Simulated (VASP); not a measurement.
# Ag (Fm-3m) in VASP: single point with PBEsol

Aim: the single point of Ag with PBEsol.

Everything below comes from runs of VASP 6.6.1. Logs are shortened: lines on timing, memory, paths and dates and some standing lists are left out, and cuts for length are marked.

### 1 The cell of the first run

Symmetry: Fm-3m, No. 225, cubic system. The conventional cell has a = 4.054 Å, b = 4.054 Å, c = 4.054 Å, α = 90.00°, β = 90.00°, γ = 90.00°. Within 3.8 Å of Ag (site symmetry m-3m) lie 12 Ag at 2.87 Å.

### 2 Single point, PBEsol

Input file INCAR:

```
PREC = Accurate ; ENCUT = 520
EDIFF = 1E-6 ; ISMEAR = -1
SIGMA = 0.05 ; LREAL = False
LASPH = True ; NELM = 100
ALGO = Normal ; ISIF = 2
LWAVE = False ; LCHARG = False
GGA = PS ; NBANDS = 18
```

Input file KPOINTS:

```
Automatic mesh
0
Gamma
  14 10 14
```

Input file POSCAR:

```
Ag
1.0
   -2.0272407838      2.0272407838      0.0000000000
    0.0000000000      0.0000000000      4.0544815675
    2.0272407838      2.0272407838      0.0000000000
Ag
2
Direct
    0.0000000000      0.0000000000      0.0000000000
    0.5000000000      0.5000000000      0.5000000000
```

Potentials or basis: VASP PAW PBE potentials, release 64 (Ag).

On the command line:

```
$ cat potpaw_PBE.64/Ag/POTCAR > POTCAR
$ mpirun -np 1 vasp_std > vasp.out
```

OUTCAR:

```text
PREC = Accurate
   ENCUT = 520
   EDIFF = 1E-6
   ISMEAR = -1
   LREAL = False
   LASPH = True
   NELM = 100
   ISIF = 2
   GGA = PS

 ion  position               nearest neighbor table
   1  0.000  0.000  0.000-   2 2.87   2 2.87   2 2.87   2 2.87   2 2.87   2 2.87   2 2.87   2 2.87

   2  0.500  0.500  0.500-   1 2.87   1 2.87   1 2.87   1 2.87   1 2.87   1 2.87   1 2.87   1 2.87

  LATTYP: Found a simple tetragonal cell.
 ALAT       =     2.8669514106
 C/A-ratio  =     1.4142135623

  Lattice vectors:

 A1 = (   2.0272407838,  -2.0272407838,   0.0000000000)
 A2 = (   2.0272407838,   2.0272407838,   0.0000000000)
 A3 = (   0.0000000000,   0.0000000000,   4.0544815675)

Analysis of symmetry for initial positions (statically):
=====================================================================
 Subroutine PRICEL returns following result:

  LATTYP: Found a face centered cubic cell.
 ALAT       =     4.0544815675

  Lattice vectors:

 A1 = (   2.0272407838,   0.0000000000,   2.0272407837)
 A2 = (   2.0272407838,   2.0272407838,   0.0000000000)
 A3 = (   0.0000000000,   2.0272407838,   2.0272407838)

   2 primitive cells build up your supercell.

 Routine SETGRP: Setting up the symmetry group for a
 simple tetragonal supercell.

 Subroutine GETGRP returns: Found 16 space group operations
 (whereof 16 operations were pure point group operations)
 out of a pool of 16 trial point group operations.

The static configuration has the point symmetry D_4h.

Analysis of symmetry for dynamics (positions and initial velocities):
=====================================================================
 Subroutine PRICEL returns following result:

  LATTYP: Found a face centered cubic cell.
 ALAT       =     4.0544815675

  Lattice vectors:

 A1 = (   2.0272407838,   0.0000000000,   2.0272407837)
 A2 = (   2.0272407838,   2.0272407838,   0.0000000000)
 A3 = (   0.0000000000,   2.0272407838,   2.0272407838)

   2 primitive cells build up your supercell.

 Routine SETGRP: Setting up the symmetry group for a
 simple tetragonal supercell.

 Subroutine GETGRP returns: Found 16 space group operations
 (whereof 16 operations were pure point group operations)
 out of a pool of 16 trial point group operations.

The dynamic configuration has the point symmetry D_4h.

 Subroutine INISYM returns: Found 16 space group operations
 (whereof 16 operations are pure point group operations),
 and found     2 'primitive' translations

----------------------------------------------------------------------------------------

                                     Primitive cell

  volume of cell :      16.6627

  direct lattice vectors                    reciprocal lattice vectors
     2.027240784  0.000000000  2.027240784     0.246640658 -0.246640658  0.246640658
     2.027240784  2.027240784  0.000000000     0.246640658  0.246640658 -0.246640658
     0.000000000  2.027240784  2.027240784    -0.246640658  0.246640658  0.246640658

  length of vectors
     2.866951411  2.866951411  2.866951411     0.427194150  0.427194150  0.427194150

  position of ions in fractional coordinates (direct lattice)
     0.000000000  0.000000000  0.000000000

  ion indices of the primitive-cell ions
   primitive index   ion index
                 1           1

----------------------------------------------------------------------------------------

 KPOINTS: Automatic mesh

Automatic generation of k-mesh.
 Grid dimensions read from file:
 generate k-points for:   14   10   14

 Generating k-lattice:

  Cartesian coordinates                     Fractional coordinates (reciprocal lattice)
    -0.017617190  0.017617190  0.000000000     0.071428571  0.000000000  0.000000000
     0.000000000  0.000000000  0.024664066     0.000000000  0.100000000  0.000000000
     0.017617190  0.017617190  0.000000000     0.000000000  0.000000000  0.071428571

  Length of vectors
     0.024914469  0.024664066  0.024914469

  Shift w.r.t. Gamma in fractional coordinates (k-lattice)
     0.000000000  0.000000000  0.000000000

 Subroutine IBZKPT returns following result:
 ===========================================

 Found    216 irreducible k-points:

 Following reciprocal coordinates:
            Coordinates               Weight
  0.000000  0.000000  0.000000      1.000000
  0.071429  0.000000  0.000000      4.000000
  0.142857  0.000000  0.000000      4.000000
  0.214286  0.000000  0.000000      4.000000
  0.285714  0.000000  0.000000      4.000000
  0.357143  0.000000  0.000000      4.000000
[... 16 lines left out ...]
  0.428571  0.200000  0.000000      8.000000
  0.500000  0.200000  0.000000      4.000000
 [... further k-points ...]
   k-points           NKPTS =    216   k-points in BZ     NKDIM =    216   number of bands    NBANDS=     18
   number of dos      NEDOS =    301   number of ions     NIONS =      2
   total plane-waves  NPLWV =  17280
   dimension x,y,z NGX =    24 NGY =   30 NGZ =   24
   dimension x,y,z NGXF=    48 NGYF=   60 NGZF=   48
   ions per type =               2
   NGX,Y,Z   is equivalent  to a cutoff of  13.92, 12.30, 13.92 a.u.
   NGXF,Y,Z  is equivalent  to a cutoff of  27.83, 24.60, 27.83 a.u.
 SYSTEM =  unknown system
   PREC   = accura    normal or accurate (medium, high low for compatibility)
   ISTART =      0    job   : 0-new  1-cont  2-samecut
   ICHARG =      2    charge: 1-file 2-atom 10-const
   ISPIN  =      1    spin polarized calculation?
   LNONCOLLINEAR =      F non collinear calculations
   LSORBIT =      F    spin-orbit coupling
   LASPH  =      T    aspherical Exc in radial PAW
   ENCUT  =  520.0 eV  38.22 Ry    6.18 a.u.   5.33  7.54  5.33*2*pi/ulx,y,z
   NELM   =    100;   NELMIN=  2; NELMDL= -5     # of ELM steps
   EDIFF  = 0.1E-05   stopping-criterion for ELM
   LREAL  =      F    real-space projection
   EDIFFG = 0.1E-04   stopping-criterion for IOM
   NSW    =      0    number of steps for IOM
   IBRION =     -1    ionic relax: 0-MD 1-quasi-New 2-CG
   NFREE  =      0    steps in history (QN), initial steepest desc. (CG)
   ISIF   =      2    stress and relaxation
   ISYM   =      2    0-nonsym 1-usesym 2-fastsym
   POTIM  = 0.5000    time-step for ionic-motion
   TEBEG  =    0.0;   TEEND  =   0.0 temperature during run
   PSTRESS=    0.0 pullay stress
   NELECT =      22.0000    total number of electrons
   NUPDOWN=      -1.0000    fix difference up-down
   EMIN   =  10.00;   EMAX   =-10.00  energy-range for DOS
   EFERMI =   0.00;   METHOD = LEGACY
   ISMEAR =    -1;   SIGMA  =   0.05  broadening in eV -4-tet -1-fermi 0-gaus
   EFERMI_NEDOS =   21; number of points for ismear=-14 and -15
   IALGO  =     38    algorithm
   IMIX   =      4    mixing-type and parameters
     AMIX     =   0.40;   BMIX     =  1.00
     AMIX_MAG =   1.60;   BMIX_MAG =  1.00
  volume/ion in A,a.u.               =      16.66       112.45
  Fermi-wavevector in a.u.,A,eV,Ry     =   1.425467  2.693741 27.646428  2.031955
  Thomas-Fermi vector in A             =   2.545848
   LORBIT       =      0    0 simple, 1 ext, 2 COOP (PROOUT), +10 PAW based schemes
   GGA     = PS    functional components
   LHFCALC =     F    Hartree Fock is set to
   AEXX    =    0.0000 exact exchange contribution
   IVDW    =     0    specifies the selected vdW correction
   LEPSILON=     F    determine dielectric tensor
   LRPA    =     F    only Hartree local field effects (RPA)
 non-spin polarized calculation
  energy-cutoff  :      520.00
  volume of cell :       33.33
 maximum number of plane-waves:       928
 NGX is ok and might be reduce to    24
   NGX = 11   NGY = 15   NGZ = 11

 number of electron      21.9999992 magnetization

 Free energy of the ion-electron system (eV)
  ---------------------------------------------------
  ext. energy  EPLUGINS =         0.00000000
  ---------------------------------------------------
  free energy    TOTEN  =        -6.62128723 eV

  energy without entropy =       -6.61750913  energy(sigma->0) =       -6.61939818

 E-fermi :   8.5549     XC(G=0): -12.5502

 val. band max:        8.5004793794   @ k =   0.5000   0.2000   0.1429
 cond. band min:       8.5747268771   @ k =   0.5000   0.0000   0.2143
 fundamental gap:      0.0742474977
 Fermi energy:         8.5548983269

 k-point     1 :       0.0000    0.0000    0.0000
  band No.  band energies     occupation
      1       0.5527      2.00000
      2       1.9747      2.00000
      3       2.1284      2.00000
      4       3.6976      2.00000
      5       3.6976      2.00000
      6       3.6990      2.00000
[... 10 lines left out ...]
     17      25.9940      0.00000
     18      26.0750      0.00000

 k-point     2 :       0.0714    0.0000    0.0000
  band No.  band energies     occupation
      1       0.6614      2.00000
      2       2.0308      2.00000
      3       2.1841      2.00000
      4       3.6661      2.00000
      5       3.7252      2.00000
      6       3.7386      2.00000
[... 10 lines left out ...]
     17      25.9764      0.00000
     18      26.9637      0.00000

 k-point     3 :       0.1429    0.0000    0.0000
  band No.  band energies     occupation
      1       0.9767      2.00000
      2       2.1624      2.00000
      3       2.3731      2.00000
      4       3.5806      2.00000
      5       3.8067      2.00000
      6       3.8418      2.00000
[... 10 lines left out ...]
     17      25.8495      0.00000
     18      25.8804      0.00000

 k-point     4 :       0.2143    0.0000    0.0000
  band No.  band energies     occupation
      1       1.4629      2.00000
      2       2.3322      2.00000
      3       2.6865      2.00000
      4       3.4650      2.00000
      5       3.9379      2.00000
      6       3.9520      2.00000
[... 10 lines left out ...]
     17      24.1301      0.00000
     18      25.6749      0.00000

 k-point     5 :       0.2857    0.0000    0.0000
  band No.  band energies     occupation
      1       2.0474      2.00000
      2       2.5360      2.00000
      3       3.0530      2.00000
      4       3.3518      2.00000
      5       3.9840      2.00000
      6       4.1120      2.00000
[... 10 lines left out ...]
     17      22.7305      0.00000
     18      25.5097      0.00000

 k-point     6 :       0.3571    0.0000    0.0000
  band No.  band energies     occupation
      1       2.6094      2.00000
      2       2.7593      2.00000
      3       3.2745      2.00000
      4       3.3885      2.00000
      5       3.8068      2.00000
      6       3.9200      2.00000
[... 10 lines left out ...]
     17      23.4044      0.00000
     18      25.4271      0.00000

 k-point     7 :       0.4286    0.0000    0.0000
  band No.  band energies     occupation
      1       2.9699      2.00000
      2       2.9958      2.00000
      3       3.2627      2.00000
      4       3.5184      2.00000
      5       3.6207      2.00000
      6       3.8169      2.00000
[... 10 lines left out ...]
     17      24.9351      0.00000
     18      25.5069      0.00000

 k-point     8 :       0.5000    0.0000    0.0000
  band No.  band energies     occupation
      1       3.0956      2.00000
      2       3.0956      2.00000
      3       3.3390      2.00000
      4       3.3390      2.00000
      5       3.7345      2.00000
      6       3.7345      2.00000
[... 10 lines left out ...]
     17      25.8253      0.00000
     18      25.8253      0.00000
[... 229 lines left out ...]
     17      25.5054      0.00000
     18      25.7485      0.00000

 k-point    20 :       0.2143    0.2000    0.0000
  band No.  band energies     occupation
      1       1.7237      2.00000
      2       2.4291      2.00000
      3       2.8440      2.00000
      4       3.6513      2.00000
      5       3.9150      2.00000
      6       3.9172      2.00000
[... 10 lines left out ...]
     17      25.4131      0.00000
     18      25.5457      0.00000

 k-point    21 :       0.2857    0.2000    0.0000
  band No.  band energies     occupation
      1       2.0613      2.00000
      2       2.5549      2.00000
      3       3.1599      2.00000
      4       3.8154      2.00000
      5       3.9267      2.00000
      6       3.9847      2.00000
[... 10 lines left out ...]
     17      24.9758      0.00000
     18      25.3310      0.00000

 k-point    22 :       0.3571    0.2000    0.0000
  band No.  band energies     occupation
      1       2.2654      2.00000
      2       2.6254      2.00000
      3       3.3105      2.00000
      4       3.7935      2.00000
      5       3.9303      2.00000
      6       4.1594      2.00000
[... 10 lines left out ...]
     17      24.0612      0.00000
     18      25.1743      0.00000

 k-point    23 :       0.4286    0.2000    0.0000
  band No.  band energies     occupation
      1       2.3831      2.00000
      2       2.5855      2.00000
      3       3.3992      2.00000
      4       3.6811      2.00000
      5       3.9512      2.00000
      6       4.1395      2.00000
[... 10 lines left out ...]
     17      25.1459      0.00000
     18      25.1529      0.00000

 k-point    24 :       0.5000    0.2000    0.0000
  band No.  band energies     occupation
      1       2.4853      2.00000
      2       2.4853      2.00000
      3       3.5361      2.00000
      4       3.5361      2.00000
      5       4.0158      2.00000
      6       4.0158      2.00000
[... 10 lines left out ...]
     17      25.3369      0.00000
     18      25.3369      0.00000

 [... further k-points ...]

------------------------ aborting loop because EDIFF is reached ----------------------------------------

  FORCE on cell =-STRESS in cart. coord.  units (eV):
  Direction    XX          YY          ZZ          XY          YZ          ZX
  --------------------------------------------------------------------------------------
  -------------------------------------------------------------------------------------
  Total       -0.0403853     -0.0403853     -0.1152975      0.0000000      0.0000000      0.0000000
  in kB       -1.9415912     -1.9415912     -5.5431211      0.0000000      0.0000000      0.0000000
  external PRESSURE =      -3.1421011 kB  Pullay stress =       0.0000000 kB

 VOLUME and BASIS-vectors are now :
 -----------------------------------------------------------------------------
  energy-cutoff  :      520.00
  volume of cell :       33.33
      direct lattice vectors                 reciprocal lattice vectors
    -2.027240784  2.027240784  0.000000000    -0.246640658  0.246640658  0.000000000
     0.000000000  0.000000000  4.054481567     0.000000000  0.000000000  0.246640658
     2.027240784  2.027240784  0.000000000     0.246640658  0.246640658  0.000000000

 POSITION                                       TOTAL-FORCE (eV/Angst)
 -----------------------------------------------------------------------------------
      0.00000      0.00000      0.00000        -0.000000     -0.000000      0.000000
      0.00000      2.02724      2.02724         0.000000      0.000000     -0.000000
 -----------------------------------------------------------------------------------
    total drift:                               -0.000000     -0.000000      0.000000

  FREE ENERGIE OF THE ION-ELECTRON SYSTEM (eV)
  ---------------------------------------------------
  free  energy   TOTEN  =        -6.6212872298 eV

  energy  without entropy=       -6.6175091336  energy(sigma->0) =       -6.61939818
```

Run time: 25 s. Hardware: 1 thread of Intel Xeon 6975P-C (Granite Rapids), shared host; peak memory 0.22 GiB.

Results:

- Free energy: -6.6213 eV
- Pressure: -0.3 GPa
- Band gap on the k mesh: zero (band 11 reaches 14.56 eV, above the bottom of band 12 at 5.18 eV)

Caveat: the PAW data sets were made with another functional, which shifts forces and pressure a little.
